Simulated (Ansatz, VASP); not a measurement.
# Two plane-wave programs on PbSe

Contents of INCAR:

```
SYSTEM = PbSe
PREC = Accurate
ENCUT = 520
EDIFF = 1E-6
ISMEAR = 0
SIGMA = 0.02
LREAL = .FALSE.
LASPH = .TRUE.
NELM = 100
ALGO = Normal
ISIF = 2
LWAVE = .FALSE.
LCHARG = .TRUE.
GGA = PS
LELF = .TRUE.
LVHAR = .TRUE.
NBANDS = 28
```

Contents of KPOINTS:

```
regular mesh
0
G
  6 6 6
  0 0 0
```

File POSCAR:

```
PbSe
1.0
    0.0000000000     11.9615563873      3.3793529081
    3.0736861667      0.0000000000      3.3793529081
    3.0736861667     11.9615563873      0.0000000000
Pb Se
2 2
Direct
    0.1903843034      0.8084908943      0.1915091057
    0.8084908943      0.1903843034      0.8096156966
    0.6759892132      0.2911365891      0.7088634109
    0.2911365891      0.6759892132      0.3240107868
```

Input for Ansatz:

```yaml
crystal:
  lattice:
    - [0.0, 11.9615563873, 3.3793529081]
    - [3.0736861667, 0.0, 3.3793529081]
    - [3.0736861667, 11.9615563873, 0.0]
  atoms:
    - { symbol: Pb, position: [0.1903843034, 0.8084908943, 0.1915091057] }
    - { symbol: Pb, position: [0.8084908943, 0.1903843034, 0.8096156966] }
    - { symbol: Se, position: [0.6759892132, 0.2911365891, 0.7088634109] }
    - { symbol: Se, position: [0.2911365891, 0.6759892132, 0.3240107868] }
basis:
  ecutwfc: 420
kpoints:
  mp_grid: { grid: [6, 6, 6] }
hamiltonian:
  xc: pbesol
scf:
  occupations: { method: gaussian, width: 0.02 }
output:
  forces: true
  stress: true
  eigenvalues: true
  populations: true
```

Alike in both runs: task single point; functional PBEsol; k mesh 6 × 6 × 6; occupations gaussian, width 0.02 eV; no spin polarisation.

|  | VASP | Ansatz |
| --- | --- | --- |
| version | VASP 6.6.1 | Ansatz 0.2.0 |
| potentials or method | VASP PAW PBE potentials, release 64 (Pb_d, Se), cutoff 520 eV | scalar-relativistic, plane waves, PAW |
| valence electrons in the cell | 40 | 60 |

|  | VASP | Ansatz | Ansatz less VASP |
| --- | --- | --- | --- |
| gap on the k mesh at the Fermi level (eV) | 1.51 | 1.51 | +0.002 |
| least direct gap on the mesh (eV) | 1.70 | 1.70 | 0.000 |
| pressure (GPa) | -1.8 | -1.8 | 0.00 |
| traceless stress, the component that is largest in VASP (GPa) | -1.83 | -1.82 | +0.014 |
| rms of the force components (eV/Å) | 0.157 | 0.162 | +0.0046 |

VASP's potentials were made for PBE, not for PBEsol. Atom by atom the forces differ by 0.005 eV/Å (rms over components). VASP's potentials hold 40 valence electrons a cell and Ansatz's 60, so a difference there can come from the potentials and not from the codes.

Neither program's run includes spin-orbit coupling.
